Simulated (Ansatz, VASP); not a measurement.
Two plane-wave programs on GaP

The input POSCAR:

```
GaP
1.0
    0.0000000000      2.7933812500      2.7933812500
    2.7933812500      0.0000000000      2.7933812500
    2.7933812500      2.7933812500      0.0000000000
Ga P
1 1
Direct
    0.0000000000      0.0000000000      0.0000000000
    0.7500000000      0.7500000000      0.7500000000
```

File INCAR.step1:

```
SYSTEM = GaP
PREC = Accurate ; ENCUT = 520
ISMEAR = 0 ; SIGMA = 0.05
LREAL = .FALSE. ; LASPH = .TRUE.
NELM = 60 ; NBANDS = 16
GGA = PE ; ALGO = Normal
EDIFF = 1E-4 ; LWAVE = .TRUE.
LCHARG = .FALSE.
```

File INCAR.step2:

```
SYSTEM = GaP
PREC = Accurate ; ENCUT = 520
EDIFF = 1E-7 ; ISMEAR = 0
SIGMA = 0.05 ; LREAL = .FALSE.
LASPH = .TRUE. ; NELM = 60
ALGO = Normal ; ISIF = 2
LWAVE = .FALSE. ; LCHARG = .FALSE.
METAGGA = R2SCAN ; LMIXTAU = .TRUE.
NBANDS = 16 ; ISTART = 1
```

The input KPOINTS:

```
regular mesh
0
G
  8 8 8
  0 0 0
```

Input for Ansatz:

```yaml
crystal:
  lattice:
    - [0.0, 2.79338125, 2.79338125]
    - [2.79338125, 0.0, 2.79338125]
    - [2.79338125, 2.79338125, 0.0]
  atoms:
    - { symbol: Ga, position: [0.0, 0.0, 0.0] }
    - { symbol: P, position: [0.75, 0.75, 0.75] }
basis:
  ecutwfc: 500
kpoints:
  mp_grid: { grid: [8, 8, 8] }
hamiltonian:
  xc: r2scan
scf:
  occupations: { method: gaussian, width: 0.05 }
output:
  forces: true
  stress: true
  eigenvalues: true
```

Change from the starting cell: strain +0.025 along x and y, +0.025 along z, atoms carried along.

Alike in both runs: task single point; functional r2SCAN; k mesh 8 × 8 × 8; occupations gaussian, width 0.05 eV; no spin polarisation.

|  | VASP | Ansatz |
| --- | --- | --- |
| version | VASP 6.6.1 | Ansatz 0.2.0 |
| potentials or method | VASP PAW PBE potentials, release 64 (Ga_d, P), cutoff 520 eV | scalar-relativistic, plane waves, PAW |
| valence electrons in the cell | 18 | 18 |

```tsv
	VASP	Ansatz	Ansatz less VASP
gap on the k mesh at the Fermi level (eV)	1.70	1.72	+0.018
least direct gap on the mesh (eV)	1.70	1.72	+0.018
pressure (GPa)	-5.5	-5.5	+0.03
```

VASP's potentials were made for PBE, not for r2SCAN.
